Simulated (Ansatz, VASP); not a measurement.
# One calculation of Hf, two programs

INCAR

```
SYSTEM = Hf
PREC = Accurate
ENCUT = 520
EDIFF = 1E-6
ISMEAR = -1
SIGMA = 0.08
LREAL = .FALSE.
LASPH = .TRUE.
NELM = 100
ALGO = Normal
ISIF = 2
LWAVE = .FALSE.
LCHARG = .FALSE.
GGA = PE
NBANDS = 11
```

The input KPOINTS:

```
regular mesh
0
G
  16 16 16
  0 0 0
```

POSCAR

```
Hf
1.0
   -1.8083841133      1.8083841133      1.8083841133
    1.8083841133     -1.8083841133      1.8083841133
    1.8083841133      1.8083841133     -1.8083841133
Hf
1
Direct
    0.0000000000      0.0000000000      0.0000000000
```

Input for Ansatz:

```yaml
crystal:
  lattice:
    - [-1.8083841133, 1.8083841133, 1.8083841133]
    - [1.8083841133, -1.8083841133, 1.8083841133]
    - [1.8083841133, 1.8083841133, -1.8083841133]
  atoms:
    - { symbol: Hf, position: [0.0, 0.0, 0.0] }
kpoints:
  mp_grid: { grid: [16, 16, 16] }
scf:
  occupations: { method: fermi_dirac, width: 0.08 }
hamiltonian:
  xc: pbe
  pseudopotentials: { kind: all_electron, lapw: { basis_error: 0.0005 } }
output:
  forces: true
  stress: true
  eigenvalues: true
```

Change from the starting cell: volume scaled by 1.06.

Alike in both runs: task single point; functional PBE; k mesh 16 × 16 × 16; occupations fermi-dirac, width 0.08 eV; no spin polarisation.

|  | VASP | Ansatz |
| --- | --- | --- |
| version | VASP 6.6.1 | Ansatz 0.2.0 |
| potentials or method | VASP PAW PBE potentials, release 64 (Hf_pv), cutoff 520 eV | all-electron LAPW, scalar-relativistic |

VASP gave:

* pressure (GPa): -5.6

Problem. Estimate Ansatz's values.

Solution. Pressure (GPa): -5.2.

Ansatz ran all-electron here, and VASP with PAW potentials.

Spin-orbit coupling is off throughout.
